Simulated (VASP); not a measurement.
# BiTe (R-3m) in VASP: notebook

Runs on BiTe. Level: LDA. Tasks: single point.

Program: VASP 6.6.1. These are calculated values, not measurements. Logs are shortened: lines on timing, memory, paths and dates and some standing lists are left out, and cuts for length are marked.

**1. The cell of the first run**

It takes space group R-3m (No. 166, trigonal). Conventional cell: a = 4.845 Å, b = 4.845 Å, c = 9.952 Å, α = 90.00°, β = 90.00°, γ = 120.00°. Within 4.3 Å of Bi (site symmetry -3m) lie 6 Te at 3.25 Å. Within 4.3 Å of Te (site symmetry -3m) lie 6 Bi at 3.25 Å.

**2. Single point, LDA**

The input, INCAR:

```
SYSTEM = BiTe
  ALGO = Normal
  EDIFF = 1E-6
  ENCUT = 520
  ISIF = 2
  ISMEAR = -1
  LASPH = .TRUE.
  LCHARG = .TRUE.
  LELF = .TRUE.
  LREAL = .FALSE.
  LVHAR = .TRUE.
  LWAVE = .FALSE.
  NBANDS = 18
  NELM = 80
  PREC = Accurate
  SIGMA = 0.05
```

The input, KPOINTS:

```
k-points
0
G
  7 7 7
  0 0 0
```

The input, POSCAR:

```
BiTe
1.0
    2.4227077728      1.3987509848      3.3172919545
   -2.4227077728      1.3987509848      3.3172919545
    0.0000000000     -2.7975019696      3.3172919545
Bi Te
1 1
Direct
    0.5000000000      0.5000000000      0.5000000000
    0.0000000000      0.0000000000      0.0000000000
```

Potentials or basis: VASP PAW LDA potentials, release 64 (Bi_d, Te).

Command:

```console
> cat potpaw_LDA.64/Bi_d/POTCAR potpaw_LDA.64/Te/POTCAR > POTCAR
> mpirun -np 1 vasp_std > vasp.out
```

OUTCAR:

```text
SYSTEM = BiTe
   EDIFF = 1E-6
   ENCUT = 520
   ISIF = 2
   ISMEAR = -1
   LASPH = .TRUE.
   LREAL = .FALSE.
   NELM = 80
   PREC = Accurate

 ion  position               nearest neighbor table
   1  0.500  0.500  0.500-   2 3.25   2 3.25   2 3.25   2 3.25   2 3.25   2 3.25
   2  0.000  0.000  0.000-   1 3.25   1 3.25   1 3.25   1 3.25   1 3.25   1 3.25

  LATTYP: Found a trigonal (rhomboedric) cell.
 ALAT       =     4.3394058558
 COS(alpha) =     0.3765932224

  Lattice vectors:

 A1 = (   2.4227077728,   1.3987509848,   3.3172919545)
 A2 = (  -2.4227077728,   1.3987509848,   3.3172919545)
 A3 = (   0.0000000000,  -2.7975019696,   3.3172919545)

Analysis of symmetry for initial positions (statically):
=====================================================================
 Subroutine PRICEL returns:
 Original cell was already a primitive cell.

 Routine SETGRP: Setting up the symmetry group for a
 trigonal (rhombohedral) supercell.

 Subroutine GETGRP returns: Found 12 space group operations
 (whereof 12 operations were pure point group operations)
 out of a pool of 12 trial point group operations.

The static configuration has the point symmetry D_3d.

Analysis of symmetry for dynamics (positions and initial velocities):
=====================================================================
 Subroutine PRICEL returns:
 Original cell was already a primitive cell.

 Routine SETGRP: Setting up the symmetry group for a
 trigonal (rhombohedral) supercell.

 Subroutine GETGRP returns: Found 12 space group operations
 (whereof 12 operations were pure point group operations)
 out of a pool of 12 trial point group operations.

The dynamic configuration has the point symmetry D_3d.

 Subroutine INISYM returns: Found 12 space group operations
 (whereof 12 operations are pure point group operations),
 and found     1 'primitive' translations

----------------------------------------------------------------------------------------

                                     Primitive cell

  volume of cell :      67.4491

  direct lattice vectors                    reciprocal lattice vectors
     2.422707773  1.398750985  3.317291954     0.206380648  0.119153923  0.100483568
    -2.422707773  1.398750985  3.317291954    -0.206380648  0.119153923  0.100483568
     0.000000000 -2.797501970  3.317291954     0.000000000 -0.238307845  0.100483568

  length of vectors
     4.339405856  4.339405856  4.339405856     0.258626326  0.258626326  0.258626326

  position of ions in fractional coordinates (direct lattice)
     0.500000000  0.500000000  0.500000000
     0.000000000  0.000000000  0.000000000

  ion indices of the primitive-cell ions
   primitive index   ion index
                 1           1
                 2           2

----------------------------------------------------------------------------------------

 KPOINTS: k-points

Automatic generation of k-mesh.
 Grid dimensions read from file:
 generate k-points for:    7    7    7

 Generating k-lattice:

  Cartesian coordinates                     Fractional coordinates (reciprocal lattice)
     0.029482950  0.017021989  0.014354795     0.142857143  0.000000000  0.000000000
    -0.029482950  0.017021989  0.014354795     0.000000000  0.142857143  0.000000000
     0.000000000 -0.034043978  0.014354795     0.000000000  0.000000000  0.142857143

  Length of vectors
     0.036946618  0.036946618  0.036946618

  Shift w.r.t. Gamma in fractional coordinates (k-lattice)
     0.000000000  0.000000000  0.000000000

 Subroutine IBZKPT returns following result:
 ===========================================

 Found     44 irreducible k-points:

 Following reciprocal coordinates:
            Coordinates               Weight
  0.000000  0.000000  0.000000      1.000000
  0.142857 -0.000000  0.000000      6.000000
  0.285714 -0.000000  0.000000      6.000000
  0.428571 -0.000000  0.000000      6.000000
  0.142857  0.142857  0.000000      6.000000
  0.285714  0.142857  0.000000     12.000000
[... 16 lines left out ...]
  0.285714  0.285714  0.142857      6.000000
  0.428571  0.285714  0.142857     12.000000
 [... further k-points ...]
   k-points           NKPTS =     44   k-points in BZ     NKDIM =     44   number of bands    NBANDS=     18
   number of dos      NEDOS =    301   number of ions     NIONS =      2
   total plane-waves  NPLWV =  32768
   dimension x,y,z NGX =    32 NGY =   32 NGZ =   32
   dimension x,y,z NGXF=    64 NGYF=   64 NGZF=   64
   ions per type =               1   1
   NGX,Y,Z   is equivalent  to a cutoff of  12.26, 12.26, 12.26 a.u.
   NGXF,Y,Z  is equivalent  to a cutoff of  24.52, 24.52, 24.52 a.u.
 SYSTEM =  BiTe
   PREC   = accura    normal or accurate (medium, high low for compatibility)
   ISTART =      0    job   : 0-new  1-cont  2-samecut
   ICHARG =      2    charge: 1-file 2-atom 10-const
   ISPIN  =      1    spin polarized calculation?
   LNONCOLLINEAR =      F non collinear calculations
   LSORBIT =      F    spin-orbit coupling
   LASPH  =      T    aspherical Exc in radial PAW
   ENCUT  =  520.0 eV  38.22 Ry    6.18 a.u.   8.07  8.07  8.07*2*pi/ulx,y,z
   NELM   =     80;   NELMIN=  2; NELMDL= -5     # of ELM steps
   EDIFF  = 0.1E-05   stopping-criterion for ELM
   LREAL  =      F    real-space projection
   EDIFFG = 0.1E-04   stopping-criterion for IOM
   NSW    =      0    number of steps for IOM
   IBRION =     -1    ionic relax: 0-MD 1-quasi-New 2-CG
   NFREE  =      0    steps in history (QN), initial steepest desc. (CG)
   ISIF   =      2    stress and relaxation
   ISYM   =      2    0-nonsym 1-usesym 2-fastsym
   POTIM  = 0.5000    time-step for ionic-motion
   TEBEG  =    0.0;   TEEND  =   0.0 temperature during run
   PSTRESS=    0.0 pullay stress
   NELECT =      21.0000    total number of electrons
   NUPDOWN=      -1.0000    fix difference up-down
   EMIN   =  10.00;   EMAX   =-10.00  energy-range for DOS
   EFERMI =   0.00;   METHOD = LEGACY
   ISMEAR =    -1;   SIGMA  =   0.05  broadening in eV -4-tet -1-fermi 0-gaus
   EFERMI_NEDOS =   21; number of points for ismear=-14 and -15
   IALGO  =     38    algorithm
   IMIX   =      4    mixing-type and parameters
     AMIX     =   0.40;   BMIX     =  1.00
     AMIX_MAG =   1.60;   BMIX_MAG =  1.00
  volume/ion in A,a.u.               =      33.72       227.58
  Fermi-wavevector in a.u.,A,eV,Ry     =   1.109573  2.096789 16.750837  1.231152
  Thomas-Fermi vector in A             =   2.246114
   LORBIT       =      0    0 simple, 1 ext, 2 COOP (PROOUT), +10 PAW based schemes
   GGA     = CA    functional components
   LHFCALC =     F    Hartree Fock is set to
   AEXX    =    0.0000 exact exchange contribution
   IVDW    =     0    specifies the selected vdW correction
   LEPSILON=     F    determine dielectric tensor
   LRPA    =     F    only Hartree local field effects (RPA)
 non-spin polarized calculation
  energy-cutoff  :      520.00
  volume of cell :       67.45
 maximum number of plane-waves:      1827
   NGX = 17   NGY = 17   NGZ = 17

 number of electron      20.9999996 magnetization

 Free energy of the ion-electron system (eV)
  ---------------------------------------------------
  ext. energy  EPLUGINS =         0.00000000
  ---------------------------------------------------
  free energy    TOTEN  =        -8.47958531 eV

  energy without entropy =       -8.46745611  energy(sigma->0) =       -8.47352071

 E-fermi :   6.4501     XC(G=0):  -9.7131

 val. band max:        6.4253996597   @ k =  -0.4286   0.2857   0.2857
 cond. band min:       6.5053461216   @ k =   0.2857   0.2857   0.2857
 fundamental gap:      0.0799464619
 Fermi energy:         6.4500723033

 k-point     1 :       0.0000    0.0000    0.0000
  band No.  band energies     occupation
      1     -16.6974      2.00000
      2     -16.6974      2.00000
      3     -16.6828      2.00000
      4     -16.6828      2.00000
      5     -16.6644      2.00000
      6      -7.0312      2.00000
[... 10 lines left out ...]
     17      13.1255      0.00000
     18      13.3776      0.00000

 k-point     2 :       0.1429   -0.0000    0.0000
  band No.  band energies     occupation
      1     -16.6975      2.00000
      2     -16.6971      2.00000
      3     -16.6836      2.00000
      4     -16.6812      2.00000
      5     -16.6640      2.00000
      6      -6.8581      2.00000
[... 10 lines left out ...]
     17      13.6758      0.00000
     18      14.1423      0.00000

 k-point     3 :       0.2857   -0.0000    0.0000
  band No.  band energies     occupation
      1     -16.6979      2.00000
      2     -16.6969      2.00000
      3     -16.6853      2.00000
      4     -16.6780      2.00000
      5     -16.6626      2.00000
      6      -6.3477      2.00000
[... 10 lines left out ...]
     17      15.1174      0.00000
     18      15.9782      0.00000

 k-point     4 :       0.4286   -0.0000    0.0000
  band No.  band energies     occupation
      1     -16.6984      2.00000
      2     -16.6972      2.00000
      3     -16.6861      2.00000
      4     -16.6760      2.00000
      5     -16.6607      2.00000
      6      -5.5352      2.00000
[... 10 lines left out ...]
     17      14.8925      0.00000
     18      16.1830      0.00000

 k-point     5 :       0.1429    0.1429    0.0000
  band No.  band energies     occupation
      1     -16.6986      2.00000
      2     -16.6967      2.00000
      3     -16.6833      2.00000
      4     -16.6798      2.00000
      5     -16.6642      2.00000
      6      -6.7884      2.00000
[... 10 lines left out ...]
     17      13.1863      0.00000
     18      13.6244      0.00000

 k-point     6 :       0.2857    0.1429    0.0000
  band No.  band energies     occupation
      1     -16.6997      2.00000
      2     -16.6964      2.00000
      3     -16.6843      2.00000
      4     -16.6765      2.00000
      5     -16.6631      2.00000
      6      -6.3876      2.00000
[... 10 lines left out ...]
     17      14.0866      0.00000
     18      14.8976      0.00000

 k-point     7 :       0.4286    0.1429    0.0000
  band No.  band energies     occupation
      1     -16.6999      2.00000
      2     -16.6970      2.00000
      3     -16.6850      2.00000
      4     -16.6747      2.00000
      5     -16.6611      2.00000
      6      -5.6909      2.00000
[... 10 lines left out ...]
     17      16.1593      0.00000
     18      16.2661      0.00000

 k-point     8 :      -0.4286    0.1429   -0.0000
  band No.  band energies     occupation
      1     -16.6988      2.00000
      2     -16.6977      2.00000
      3     -16.6849      2.00000
      4     -16.6751      2.00000
      5     -16.6609      2.00000
      6      -5.1422      2.00000
[... 10 lines left out ...]
     17      15.3434      0.00000
     18      16.1554      0.00000
[... 229 lines left out ...]
     17      15.8042      0.00000
     18      16.9545      0.00000

 k-point    20 :      -0.4286    0.1429    0.1429
  band No.  band energies     occupation
      1     -16.6999      2.00000
      2     -16.6976      2.00000
      3     -16.6826      2.00000
      4     -16.6749      2.00000
      5     -16.6616      2.00000
      6      -5.0599      2.00000
[... 10 lines left out ...]
     17      15.5010      0.00000
     18      15.8870      0.00000

 k-point    21 :      -0.2857    0.1429    0.1429
  band No.  band energies     occupation
      1     -16.6999      2.00000
      2     -16.6958      2.00000
      3     -16.6820      2.00000
      4     -16.6781      2.00000
      5     -16.6625      2.00000
      6      -5.7508      2.00000
[... 10 lines left out ...]
     17      14.8979      0.00000
     18      14.9074      0.00000

 k-point    22 :      -0.1429    0.1429    0.1429
  band No.  band energies     occupation
      1     -16.6993      2.00000
      2     -16.6954      2.00000
      3     -16.6822      2.00000
      4     -16.6808      2.00000
      5     -16.6633      2.00000
      6      -6.4269      2.00000
[... 10 lines left out ...]
     17      14.0627      0.00000
     18      14.4595      0.00000

 k-point    23 :       0.2857    0.2857    0.1429
  band No.  band energies     occupation
      1     -16.7015      2.00000
      2     -16.6981      2.00000
      3     -16.6802      2.00000
      4     -16.6730      2.00000
      5     -16.6646      2.00000
      6      -6.3060      2.00000
[... 10 lines left out ...]
     17      15.1553      0.00000
     18      15.3932      0.00000

 k-point    24 :       0.4286    0.2857    0.1429
  band No.  band energies     occupation
      1     -16.7028      2.00000
      2     -16.6980      2.00000
      3     -16.6806      2.00000
      4     -16.6707      2.00000
      5     -16.6632      2.00000
      6      -5.8194      2.00000
[... 10 lines left out ...]
     17      15.5108      0.00000
     18      16.6798      0.00000

 [... further k-points ...]

------------------------ aborting loop because EDIFF is reached ----------------------------------------

  FORCE on cell =-STRESS in cart. coord.  units (eV):
  Direction    XX          YY          ZZ          XY          YZ          ZX
  --------------------------------------------------------------------------------------
  -------------------------------------------------------------------------------------
  Total       -1.4878244     -1.4878244     -1.2768365      0.0000000      0.0000000      0.0000000
  in kB      -35.3415739    -35.3415739    -30.3297970      0.0000000      0.0000000      0.0000000
  external PRESSURE =     -33.6709816 kB  Pullay stress =       0.0000000 kB

 VOLUME and BASIS-vectors are now :
 -----------------------------------------------------------------------------
  energy-cutoff  :      520.00
  volume of cell :       67.45
      direct lattice vectors                 reciprocal lattice vectors
     2.422707773  1.398750985  3.317291954     0.206380648  0.119153923  0.100483568
    -2.422707773  1.398750985  3.317291954    -0.206380648  0.119153923  0.100483568
     0.000000000 -2.797501970  3.317291954     0.000000000 -0.238307845  0.100483568

 POSITION                                       TOTAL-FORCE (eV/Angst)
 -----------------------------------------------------------------------------------
      0.00000      0.00000      4.97594         0.000000      0.000000     -0.000000
      0.00000      0.00000      0.00000         0.000000     -0.000000      0.000000
 -----------------------------------------------------------------------------------
    total drift:                               -0.000000      0.000000     -0.000000

  FREE ENERGIE OF THE ION-ELECTRON SYSTEM (eV)
  ---------------------------------------------------
  free  energy   TOTEN  =        -8.4795853074 eV

  energy  without entropy=       -8.4674561069  energy(sigma->0) =       -8.47352071
```

Run time: 41 s. Hardware: 1 thread of Intel Xeon 6975P-C, shared host; peak memory 0.19 GiB.

What came out:

```
Free energy : -8.4796 eV
Pressure    : -3.4 GPa
```

Stress tensor (GPa, compression positive):
```
-3.53  0.00  0.00
 0.00 -3.53  0.00
 0.00  0.00 -3.03
```

Levels at points of the mesh, in eV from the Fermi level:
```
           k point  band 7  band 8  band 9  band 10  band 11  band 12  band 13  band 14
(0.00, 0.00, 0.00)   -8.31   -2.89   -2.89    -1.58     1.86     2.47     2.47     4.09
```

Caveat: spin-orbit coupling is left out, which moves the levels of the heavy elements.

**3. Single point, LDA (volume scaled by 1.02)**

The input, INCAR:

```
ALGO = Normal
EDIFF = 1E-6
ENCUT = 520
GGA = CA
ISIF = 2
ISMEAR = -1
LASPH = T
LCHARG = F
LREAL = F
LWAVE = F
NBANDS = 18
NELM = 60
PREC = Accurate
SIGMA = 0.05
```

The input, KPOINTS:

```
k-points
0
Gamma
  7 7 7
```

The input, POSCAR:

```
BiTe
1.0
    2.4387526627      1.4080145063      3.3392614156
   -2.4387526627      1.4080145063      3.3392614156
    0.0000000000     -2.8160290126      3.3392614156
Bi Te
1 1
Direct
    0.5000000000      0.5000000000      0.5000000000
    0.0000000000      0.0000000000      0.0000000000
```

Potentials or basis: VASP PAW LDA potentials, release 64 (Bi_d, Te).

Command:

```console
> cat potpaw_LDA.64/Bi_d/POTCAR potpaw_LDA.64/Te/POTCAR > POTCAR
> mpirun -np 1 vasp_std > vasp.out
```

OUTCAR:

```text
EDIFF = 1E-6
   ENCUT = 520
   GGA = CA
   ISIF = 2
   ISMEAR = -1
   LASPH = T
   LREAL = F
   NELM = 60
   PREC = Accurate

 ion  position               nearest neighbor table
   1  0.500  0.500  0.500-   2 3.27   2 3.27   2 3.27   2 3.27   2 3.27   2 3.27
   2  0.000  0.000  0.000-   1 3.27   1 3.27   1 3.27   1 3.27   1 3.27   1 3.27

  LATTYP: Found a trigonal (rhomboedric) cell.
 ALAT       =     4.3681444804
 COS(alpha) =     0.3765932224

  Lattice vectors:
[... 189 lines left out ...]
      3     -16.9147      2.00000
      4     -16.9147      2.00000
      5     -16.8978      2.00000
      6      -7.1371      2.00000
[... 481 lines left out ...]
      5     -16.8966      2.00000
      6      -5.9623      2.00000
[... 10 lines left out ...]
     17      15.2285      0.00000
     18      16.3331      0.00000

 [... further k-points ...]
[... 5 lines left out ...]
  --------------------------------------------------------------------------------------
  -------------------------------------------------------------------------------------
  Total       -1.9000613     -1.9000613     -1.5738157     -0.0000000      0.0000000      0.0000000
  in kB      -44.2488139    -44.2488139    -36.6511737     -0.0000000      0.0000000      0.0000000
  external PRESSURE =     -41.7162672 kB  Pullay stress =       0.0000000 kB

 VOLUME and BASIS-vectors are now :
 -----------------------------------------------------------------------------
  energy-cutoff  :      520.00
  volume of cell :       68.80
      direct lattice vectors                 reciprocal lattice vectors
     2.438752663  1.408014506  3.339261416     0.205022841  0.118369993  0.099822473
    -2.438752663  1.408014506  3.339261416    -0.205022841  0.118369993  0.099822473
     0.000000000 -2.816029013  3.339261416     0.000000000 -0.236739985  0.099822473

 POSITION                                       TOTAL-FORCE (eV/Angst)
 -----------------------------------------------------------------------------------
      0.00000      0.00000      5.00889         0.000000     -0.000000     -0.000000
      0.00000      0.00000      0.00000        -0.000000      0.000000      0.000000
 -----------------------------------------------------------------------------------
    total drift:                               -0.000000      0.000000     -0.000000

  FREE ENERGIE OF THE ION-ELECTRON SYSTEM (eV)
  ---------------------------------------------------
  free  energy   TOTEN  =        -8.4482216340 eV

  energy  without entropy=       -8.4362378303  energy(sigma->0) =       -8.44222973
```

OSZICAR:

```text
N       E                     dE             d eps       ncg     rms          rms(c)
DAV:   1     0.156091585605E+03    0.15609E+03   -0.97516E+03  1584   0.111E+03
DAV:   2     0.369889195256E+01   -0.15239E+03   -0.14810E+03  1678   0.300E+02
DAV:   3    -0.815588904000E+01   -0.11855E+02   -0.11734E+02  1914   0.886E+01
DAV:   4    -0.849220560124E+01   -0.33632E+00   -0.33593E+00  2026   0.160E+01
DAV:   5    -0.850401884942E+01   -0.11813E-01   -0.11813E-01  2100   0.278E+00    0.573E+00
DAV:   6    -0.845018700976E+01    0.53832E-01   -0.16087E-01  2324   0.237E+00    0.357E+00
DAV:   7    -0.844879243463E+01    0.13946E-02   -0.27659E-02  1858   0.827E-01    0.800E-01
DAV:   8    -0.844820782909E+01    0.58461E-03   -0.38309E-03  1942   0.419E-01    0.136E-01
DAV:   9    -0.844822325450E+01   -0.15425E-04   -0.49926E-04  1788   0.125E-01    0.593E-02
DAV:  10    -0.844822271679E+01    0.53770E-06   -0.26664E-05  2074   0.322E-02    0.383E-02
DAV:  11    -0.844822226833E+01    0.44847E-06   -0.16497E-05  2058   0.284E-02    0.127E-02
DAV:  12    -0.844822163395E+01    0.63437E-06   -0.28725E-06  1510   0.135E-02
   1 F= -.84482216E+01 E0= -.84422297E+01  d E =-.119838E-01
```

stdout:

```text
POSCAR found type information on POSCAR BiTe
 POSCAR found :  2 types and       2 ions
 scaLAPACK will be used
 LDA part: xc-table for (Slater(with rela. corr.)+CA(PZ))
 , standard interpolation
 POSCAR, INCAR and KPOINTS ok, starting setup
 FFT: planning ... GRIDC
 FFT: planning ... GRID_SOFT
 FFT: planning ... GRID
 WAVECAR not read
 entering main loop
```

Run time: 40 s. Hardware: 1 thread of Intel Xeon 6975P-C, shared host; peak memory 0.19 GiB.

Results:

```
Free energy : -8.4482 eV
Pressure    : -4.2 GPa
```

Stress tensor (GPa, compression positive):
```
-4.42  0.00  0.00
 0.00 -4.42  0.00
 0.00  0.00 -3.67
```

Caveat: spin-orbit coupling is left out, which moves the levels of the heavy elements.

(Part 1 of 2 ends here.)
